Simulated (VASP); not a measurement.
# C (Im-3m) in VASP: further runs

C is run at these levels: LDA; tasks: single point.

All numbers are computed with VASP 6.6.1; they aren't measurements. Logs are shortened: lines on timing, memory, paths and dates and some standing lists are left out, and cuts for length are marked.

### Step 1. The cell of the first run

Symmetry: Im-3m, No. 229, cubic system. The conventional cell has a = 2.260 Å, b = 2.260 Å, c = 2.260 Å, α = 90.00°, β = 90.00°, γ = 90.00°. C (site symmetry m-3m) has 14 C at 1.96 to 2.26 Å within 2.6 Å.

### Step 2. Single point, LDA

Contents of INCAR:

```
ALGO     = Normal         # electronic algorithm
EDIFF    = 1E-7           # SCF threshold, eV
ENCUT    = 520            # plane-wave cutoff, eV
GGA      = CA             # functional
ISIF     = 2              # what is computed and relaxed
ISMEAR   = -1             # smearing method
LASPH    = T              # aspherical terms in the spheres
LCHARG   = F              # write CHGCAR
LREAL    = F              # projectors in reciprocal space
LWAVE    = F              # write WAVECAR
NBANDS   = 8              # bands
NELM     = 100            # most SCF steps
PREC     = Accurate       # precision mode
SIGMA    = 0.1            # smearing width, eV
```

Contents of KPOINTS:

```
k-points
0
Gamma
  24 24 24
```

Contents of POSCAR:

```
C
1.0
   -1.1297985942      1.1297985942      1.1297985942
    1.1297985942     -1.1297985942      1.1297985942
    1.1297985942      1.1297985942     -1.1297985942
C
1
Direct
    0.0000000000      0.0000000000      0.0000000000
```

Potentials or basis: VASP PAW LDA potentials, release 64 (C).

Run with:

```
$ cat potpaw_LDA.64/C/POTCAR > POTCAR
$ mpirun -np 1 vasp_std > vasp.out
```

OUTCAR:

```text
EDIFF = 1E-7
   ENCUT = 520
   GGA = CA
   ISIF = 2
   ISMEAR = -1
   LASPH = T
   LREAL = F
   NELM = 100
   PREC = Accurate

 ion  position               nearest neighbor table
   1  0.000  0.000  0.000-

  LATTYP: Found a body centered cubic cell.
 ALAT       =     2.2595971884

  Lattice vectors:

 A1 = (  -1.1297985942,   1.1297985942,   1.1297985942)
 A2 = (   1.1297985942,  -1.1297985942,   1.1297985942)
 A3 = (   1.1297985942,   1.1297985942,  -1.1297985942)

Analysis of symmetry for initial positions (statically):
=====================================================================
 Subroutine PRICEL returns:
 Original cell was already a primitive cell.

 Routine SETGRP: Setting up the symmetry group for a
 body centered cubic supercell.

 Subroutine GETGRP returns: Found 48 space group operations
 (whereof 48 operations were pure point group operations)
 out of a pool of 48 trial point group operations.

The static configuration has the point symmetry O_h .

Analysis of symmetry for dynamics (positions and initial velocities):
=====================================================================
 Subroutine PRICEL returns:
 Original cell was already a primitive cell.

 Routine SETGRP: Setting up the symmetry group for a
 body centered cubic supercell.

 Subroutine GETGRP returns: Found 48 space group operations
 (whereof 48 operations were pure point group operations)
 out of a pool of 48 trial point group operations.

The dynamic configuration has the point symmetry O_h .

 Subroutine INISYM returns: Found 48 space group operations
 (whereof 48 operations are pure point group operations),
 and found     1 'primitive' translations

----------------------------------------------------------------------------------------

                                     Primitive cell

  volume of cell :       5.7685

  direct lattice vectors                    reciprocal lattice vectors
    -1.129798594  1.129798594  1.129798594     0.000000000  0.442556755  0.442556755
     1.129798594 -1.129798594  1.129798594     0.442556755  0.000000000  0.442556755
     1.129798594  1.129798594 -1.129798594     0.442556755  0.442556755  0.000000000

  length of vectors
     1.956868567  1.956868567  1.956868567     0.625869765  0.625869765  0.625869765

  position of ions in fractional coordinates (direct lattice)
     0.000000000  0.000000000  0.000000000

  ion indices of the primitive-cell ions
   primitive index   ion index
                 1           1

----------------------------------------------------------------------------------------

 KPOINTS: k-points

Automatic generation of k-mesh.
 Grid dimensions read from file:
 generate k-points for:   24   24   24

 Generating k-lattice:

  Cartesian coordinates                     Fractional coordinates (reciprocal lattice)
     0.000000000  0.018439865  0.018439865     0.041666667  0.000000000  0.000000000
     0.018439865  0.000000000  0.018439865     0.000000000  0.041666667  0.000000000
     0.018439865  0.018439865  0.000000000     0.000000000  0.000000000  0.041666667

  Length of vectors
     0.026077907  0.026077907  0.026077907

  Shift w.r.t. Gamma in fractional coordinates (k-lattice)
     0.000000000  0.000000000  0.000000000

 Subroutine IBZKPT returns following result:
 ===========================================

 Found    413 irreducible k-points:

 Following reciprocal coordinates:
            Coordinates               Weight
  0.000000  0.000000  0.000000      1.000000
  0.041667  0.000000  0.000000     12.000000
  0.083333  0.000000  0.000000     12.000000
  0.125000  0.000000  0.000000     12.000000
  0.166667  0.000000  0.000000     12.000000
  0.208333  0.000000  0.000000     12.000000
[... 16 lines left out ...]
  0.416667  0.041667  0.000000     48.000000
  0.458333  0.041667  0.000000     48.000000
 [... further k-points ...]
   k-points           NKPTS =    413   k-points in BZ     NKDIM =    413   number of bands    NBANDS=      8
   number of dos      NEDOS =    301   number of ions     NIONS =      1
   total plane-waves  NPLWV =   4096
   dimension x,y,z NGX =    16 NGY =   16 NGZ =   16
   dimension x,y,z NGXF=    32 NGYF=   32 NGZF=   32
   ions per type =               1
   NGX,Y,Z   is equivalent  to a cutoff of  13.59, 13.59, 13.59 a.u.
   NGXF,Y,Z  is equivalent  to a cutoff of  27.19, 27.19, 27.19 a.u.
 SYSTEM =  unknown system
   PREC   = accura    normal or accurate (medium, high low for compatibility)
   ISTART =      0    job   : 0-new  1-cont  2-samecut
   ICHARG =      2    charge: 1-file 2-atom 10-const
   ISPIN  =      1    spin polarized calculation?
   LNONCOLLINEAR =      F non collinear calculations
   LSORBIT =      F    spin-orbit coupling
   LASPH  =      T    aspherical Exc in radial PAW
   ENCUT  =  520.0 eV  38.22 Ry    6.18 a.u.   3.64  3.64  3.64*2*pi/ulx,y,z
   NELM   =    100;   NELMIN=  2; NELMDL= -5     # of ELM steps
   EDIFF  = 0.1E-06   stopping-criterion for ELM
   LREAL  =      F    real-space projection
   EDIFFG = 0.1E-05   stopping-criterion for IOM
   NSW    =      0    number of steps for IOM
   IBRION =     -1    ionic relax: 0-MD 1-quasi-New 2-CG
   NFREE  =      0    steps in history (QN), initial steepest desc. (CG)
   ISIF   =      2    stress and relaxation
   ISYM   =      2    0-nonsym 1-usesym 2-fastsym
   POTIM  = 0.5000    time-step for ionic-motion
   TEBEG  =    0.0;   TEEND  =   0.0 temperature during run
   PSTRESS=    0.0 pullay stress
   NELECT =       4.0000    total number of electrons
   NUPDOWN=      -1.0000    fix difference up-down
   EMIN   =  10.00;   EMAX   =-10.00  energy-range for DOS
   EFERMI =   0.00;   METHOD = LEGACY
   ISMEAR =    -1;   SIGMA  =   0.10  broadening in eV -4-tet -1-fermi 0-gaus
   EFERMI_NEDOS =   21; number of points for ismear=-14 and -15
   IALGO  =     38    algorithm
   IMIX   =      4    mixing-type and parameters
     AMIX     =   0.40;   BMIX     =  1.00
     AMIX_MAG =   1.60;   BMIX_MAG =  1.00
  volume/ion in A,a.u.               =       5.77        38.93
  Fermi-wavevector in a.u.,A,eV,Ry     =   1.449018  2.738247 28.567518  2.099653
  Thomas-Fermi vector in A             =   2.566793
   LORBIT       =      0    0 simple, 1 ext, 2 COOP (PROOUT), +10 PAW based schemes
   GGA     = CA    functional components
   LHFCALC =     F    Hartree Fock is set to
   AEXX    =    0.0000 exact exchange contribution
   IVDW    =     0    specifies the selected vdW correction
   LEPSILON=     F    determine dielectric tensor
   LRPA    =     F    only Hartree local field effects (RPA)
 non-spin polarized calculation
  energy-cutoff  :      520.00
  volume of cell :        5.77
 maximum number of plane-waves:       164
   NGX =  7   NGY =  7   NGZ =  7

 number of electron       4.0000000 magnetization

 Free energy of the ion-electron system (eV)
  ---------------------------------------------------
  ext. energy  EPLUGINS =         0.00000000
  ---------------------------------------------------
  free energy    TOTEN  =        -5.74689530 eV

  energy without entropy =       -5.73486729  energy(sigma->0) =       -5.74088130

 E-fermi :  10.7193     XC(G=0): -13.9298

 val. band max:       10.7138772347   @ k =   0.2500   0.2083   0.0417
 cond. band min:      10.7217778554   @ k =   0.2083   0.1667   0.0833
 fundamental gap:      0.0079006208
 Fermi energy:        10.7192693863

 k-point     1 :       0.0000    0.0000    0.0000
  band No.  band energies     occupation
      1     -10.8649      2.00000
      2      21.0718      0.00000
      3      21.0718      0.00000
      4      21.0718      0.00000
      5      46.4630      0.00000
      6      46.4630      0.00000
      7      46.4630      0.00000
      8      50.9390      0.00000

 k-point     2 :       0.0417    0.0000    0.0000
  band No.  band energies     occupation
      1     -10.7800      2.00000
      2      20.8613      0.00000
      3      20.9401      0.00000
      4      21.0438      0.00000
      5      45.7648      0.00000
      6      45.7956      0.00000
      7      46.7790      0.00000
      8      49.5096      0.00000

 k-point     3 :       0.0833    0.0000    0.0000
  band No.  band energies     occupation
      1     -10.5252      2.00000
      2      20.2358      0.00000
      3      20.5662      0.00000
      4      20.9599      0.00000
      5      43.7837      0.00000
      6      44.2835      0.00000
      7      47.7041      0.00000
      8      49.1224      0.00000

 k-point     4 :       0.1250    0.0000    0.0000
  band No.  band energies     occupation
      1     -10.1007      2.00000
      2      19.2022      0.00000
      3      20.0095      0.00000
      4      20.8285      0.00000
      5      41.5145      0.00000
      6      42.6484      0.00000
      7      48.3174      0.00000
      8      49.1781      0.00000

 k-point     5 :       0.1667    0.0000    0.0000
  band No.  band energies     occupation
      1      -9.5071      2.00000
      2      17.7854      0.00000
      3      19.3419      0.00000
      4      20.6544      0.00000
      5      39.5534      0.00000
      6      41.0786      0.00000
      7      47.7902      0.00000
      8      50.3975      0.00000
[... 177 lines left out ...]
 k-point    22 :       0.3750    0.0417    0.0000
  band No.  band energies     occupation
      1      -3.2458      2.00000
      2       6.4498      2.00000
      3      15.8960      0.00000
      4      19.3103      0.00000
      5      35.0180      0.00000
      6      35.6919      0.00000
      7      49.1265      0.00000
      8      50.2633      0.00000

 k-point    23 :       0.4167    0.0417    0.0000
  band No.  band energies     occupation
      1      -1.6383      2.00000
      2       4.3523      2.00000
      3      15.6226      0.00000
      4      19.1860      0.00000
      5      34.8383      0.00000
      6      35.3267      0.00000
      7      49.3387      0.00000
      8      50.5687      0.00000

 k-point    24 :       0.4583    0.0417    0.0000
  band No.  band energies     occupation
      1      -0.0264      2.00000
      2       2.4897      2.00000
      3      15.4842      0.00000
      4      19.1216      0.00000
      5      34.7514      0.00000
      6      35.1476      0.00000
      7      49.3533      0.00000
      8      50.9002      0.00000

 [... further k-points ...]

------------------------ aborting loop because EDIFF is reached ----------------------------------------

  FORCE on cell =-STRESS in cart. coord.  units (eV):
  Direction    XX          YY          ZZ          XY          YZ          ZX
  --------------------------------------------------------------------------------------
  -------------------------------------------------------------------------------------
  Total        0.8947200      0.8947200      0.8947200      0.0000000      0.0000000      0.0000000
  in kB      248.5047205    248.5047205    248.5047205      0.0000000      0.0000000      0.0000000
  external PRESSURE =     248.5047205 kB  Pullay stress =       0.0000000 kB

 VOLUME and BASIS-vectors are now :
 -----------------------------------------------------------------------------
  energy-cutoff  :      520.00
  volume of cell :        5.77
      direct lattice vectors                 reciprocal lattice vectors
    -1.129798594  1.129798594  1.129798594     0.000000000  0.442556755  0.442556755
     1.129798594 -1.129798594  1.129798594     0.442556755  0.000000000  0.442556755
     1.129798594  1.129798594 -1.129798594     0.442556755  0.442556755  0.000000000

 POSITION                                       TOTAL-FORCE (eV/Angst)
 -----------------------------------------------------------------------------------
      0.00000      0.00000      0.00000         0.000000      0.000000      0.000000
 -----------------------------------------------------------------------------------
    total drift:                               -0.000000     -0.000000     -0.000000

  FREE ENERGIE OF THE ION-ELECTRON SYSTEM (eV)
  ---------------------------------------------------
  free  energy   TOTEN  =        -5.7468953022 eV

  energy  without entropy=       -5.7348672891  energy(sigma->0) =       -5.74088130
```

Run time: 3.6 s. Hardware: 1 thread of Intel Xeon 6975P-C (Granite Rapids), shared host; peak memory 0.11 GiB.

Results:

```yaml
Free_energy: -5.7469 eV
Pressure: 24.9 GPa
Band_gap_on_the_k_mesh: zero (band 2 reaches 21.07 eV, above the bottom of band 3 at 5.45 eV)
```

### Step 3. Single point, LDA

Contents of INCAR:

```
PREC     = Accurate       # precision mode
ENCUT    = 520            # plane-wave cutoff, eV
EDIFF    = 1E-6           # SCF threshold, eV
ISMEAR   = -1             # smearing method
SIGMA    = 0.1            # smearing width, eV
LREAL    = False          # projectors in reciprocal space
LASPH    = True           # aspherical terms in the spheres
NELM     = 80             # most SCF steps
ALGO     = Normal         # electronic algorithm
ISIF     = 2              # what is computed and relaxed
LWAVE    = False          # write WAVECAR
LCHARG   = True           # write CHGCAR
GGA      = CA             # functional
LELF     = True           # ELF
LVHAR    = True         
NBANDS   = 8              # bands
```

Contents of KPOINTS:

```
regular mesh
0
Gamma
  24 24 24
```

Contents of POSCAR:

```
C
1.0
   -1.1297788800      1.1297788800      1.1297788800
    1.1297788800     -1.1297788800      1.1297788800
    1.1297788800      1.1297788800     -1.1297788800
C
1
Direct
    0.0000000000      0.0000000000      0.0000000000
```

Potentials or basis: VASP PAW LDA potentials, release 64 (C).

Run with:

```
$ cat potpaw_LDA.64/C/POTCAR > POTCAR
$ mpirun -np 1 vasp_std > vasp.out
```

OUTCAR:

```text
PREC = Accurate
   ENCUT = 520
   EDIFF = 1E-6
   ISMEAR = -1
   LREAL = False
   LASPH = True
   NELM = 80
   ISIF = 2
   GGA = CA

 ion  position               nearest neighbor table
   1  0.000  0.000  0.000-

  LATTYP: Found a body centered cubic cell.
 ALAT       =     2.2595577600

  Lattice vectors:

 A1 = (  -1.1297788800,   1.1297788800,   1.1297788800)
 A2 = (   1.1297788800,  -1.1297788800,   1.1297788800)
[... 440 lines left out ...]
      6      35.1490      0.00000
      7      49.3556      0.00000
      8      50.9022      0.00000

 [... further k-points ...]

------------------------ aborting loop because EDIFF is reached ----------------------------------------

  FORCE on cell =-STRESS in cart. coord.  units (eV):
  Direction    XX          YY          ZZ          XY          YZ          ZX
  --------------------------------------------------------------------------------------
  -------------------------------------------------------------------------------------
  Total        0.8952290      0.8952290      0.8952290      0.0000000      0.0000000     -0.0000000
  in kB      248.6591193    248.6591193    248.6591193      0.0000000      0.0000000     -0.0000000
  external PRESSURE =     248.6591193 kB  Pullay stress =       0.0000000 kB

 VOLUME and BASIS-vectors are now :
 -----------------------------------------------------------------------------
  energy-cutoff  :      520.00
  volume of cell :        5.77
      direct lattice vectors                 reciprocal lattice vectors
    -1.129778880  1.129778880  1.129778880     0.000000000  0.442564478  0.442564478
     1.129778880 -1.129778880  1.129778880     0.442564478  0.000000000  0.442564478
     1.129778880  1.129778880 -1.129778880     0.442564478  0.442564478  0.000000000

 POSITION                                       TOTAL-FORCE (eV/Angst)
 -----------------------------------------------------------------------------------
      0.00000      0.00000      0.00000         0.000000     -0.000000      0.000000
 -----------------------------------------------------------------------------------
    total drift:                                0.000000     -0.000000      0.000000

  FREE ENERGIE OF THE ION-ELECTRON SYSTEM (eV)
  ---------------------------------------------------
  free  energy   TOTEN  =        -5.7468484697 eV

  energy  without entropy=       -5.7348205996  energy(sigma->0) =       -5.74083453
```

Run time: 3.5 s. Hardware: 1 thread of Intel Xeon 6975P-C (Granite Rapids), shared host; peak memory 0.12 GiB.

Results:

```
Free energy            : -5.7468 eV
Pressure               : 24.9 GPa
Band gap on the k mesh : zero (band 2 reaches 21.07 eV, above the bottom of band 3 at 5.45 eV)
```
